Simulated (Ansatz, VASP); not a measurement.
# Two plane-wave programs on Cu

Contents of INCAR:

```
SYSTEM = Cu
PREC     = Accurate       ! precision mode
ENCUT    = 520            ! plane-wave cutoff, eV
EDIFF    = 1E-7           ! SCF threshold, eV
ISMEAR   = -1             ! smearing method
SIGMA    = 0.1            ! smearing width, eV
LREAL    = .FALSE.        ! projectors in reciprocal space
LASPH    = .TRUE.         ! aspherical terms in the spheres
NELM     = 100            ! most SCF steps
ALGO     = Normal         ! electronic algorithm
ISIF     = 2              ! what is computed and relaxed
LWAVE    = .FALSE.        ! write WAVECAR
LCHARG   = .FALSE.        ! write CHGCAR
GGA      = RP             ! functional
NBANDS   = 18             ! bands
```

The input KPOINTS:

```
regular mesh
0
G
  11 11 11
  0 0 0
```

Contents of POSCAR:

```
Cu
1.0
    0.0000000000      2.8273172681      2.8273172681
    2.8273172681      0.0000000000      2.8273172681
    2.8273172681      2.8273172681      0.0000000000
Cu
2
Direct
    0.1250000000      0.1250000000      0.1250000000
    0.8750000000      0.8750000000      0.8750000000
```

Input for Ansatz:

```yaml
crystal:
  lattice:
    - [0.0, 2.8273172681, 2.8273172681]
    - [2.8273172681, 0.0, 2.8273172681]
    - [2.8273172681, 2.8273172681, 0.0]
  atoms:
    - { symbol: Cu, position: [0.125, 0.125, 0.125] }
    - { symbol: Cu, position: [0.875, 0.875, 0.875] }
hamiltonian:
  xc: rpbe
  pseudopotentials:
    kind: paw
    azcp:
      Cu: "pseudopotentials/Cu.paw.azcp"
basis:
  ecutwfc: 420
  fft_grid_basis: typed
kpoints:
  mp_grid: { grid: [11, 11, 11], shift: [0, 0, 0] }
magnetization:
  spin_polarized: false
scf:
  occupations: { method: fermi_dirac, width: 0.1 }
  lower_state_search: "off"
output:
  stress: true
```

Alike in both runs: task single point; functional RPBE; k mesh 11 × 11 × 11; occupations fermi-dirac, width 0.1 eV; no spin polarisation.

|  | VASP | Ansatz |
| --- | --- | --- |
| version | VASP 6.6.1 | Ansatz 0.2.0 |
| potentials or method | VASP PAW PBE potentials, release 64 (Cu), cutoff 520 eV | plane waves (420 eV) with PAW, scalar-relativistic |
| valence electrons in the cell | 22 | 38 |

VASP gave:

| Property | Result |
| --- | --- |
| pressure (GPa) | -3.6 |

**Question.** Which values does Ansatz return?

**Answer.** Pressure (GPa): -3.8.

VASP's potentials were made for PBE, not for RPBE. With one functional, cell and mesh, what is left measures potentials, basis and numerics. VASP's potentials hold 22 valence electrons a cell and Ansatz's 38, so a difference there can come from the potentials and not from the codes.
